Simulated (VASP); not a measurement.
Write the native input for VASP 6.6.1 that does the following.

```yaml
Task: single point
Functional: PBE
Potentials_or_basis: VASP PAW PBE potentials, release 64 (B, P)
Cutoff: 520 eV
k_mesh: 10 × 10 × 10
Occupations: gaussian, width 0.02 eV
Spin: no spin polarisation
Dipole_correction: no
Further_INCAR_settings: ALGO = Normal; EDIFF = 1e-06; NBANDS = 11
```

The structure of BP lies in POSCAR:

```
BP
1.0
    0.0000000000      2.2966697430      2.2966697430
    2.2966697430      0.0000000000      2.2966697430
    2.2966697430      2.2966697430      0.0000000000
B P
1 1
Direct
    0.0000000000      0.0000000000      0.0000000000
    0.2500000000      0.2500000000      0.2500000000
```

This cell differs from its parent crystal: volume scaled by 1.03.

These files were run (other wordings do the same):

INCAR

```
SYSTEM = BP
PREC = Accurate ; ENCUT = 520
EDIFF = 1E-6 ; ISMEAR = 0
SIGMA = 0.02 ; LREAL = .False.
LASPH = .True. ; NELM = 80
ALGO = Normal ; ISIF = 2
LWAVE = .False. ; LCHARG = .False.
GGA = PE ; NBANDS = 11
```

KPOINTS

```
Automatic mesh
0
Gamma
  10 10 10
  0 0 0
```

Potentials or basis: VASP PAW PBE potentials, release 64 (B, P).

Command:

```bash
$ cat potpaw_PBE.64/B/POTCAR potpaw_PBE.64/P/POTCAR > POTCAR
$ mpirun -np 1 vasp_std > vasp.out
```

It gave:

```json
{"Pressure": "-4.7 GPa", "Band gap on the k mesh": "1.29 eV, indirect (least direct gap 3.35 eV)"}
```

It took 13 s on 1 thread of Intel Xeon 8259CL, on a shared host, peak memory 0.14 GiB.
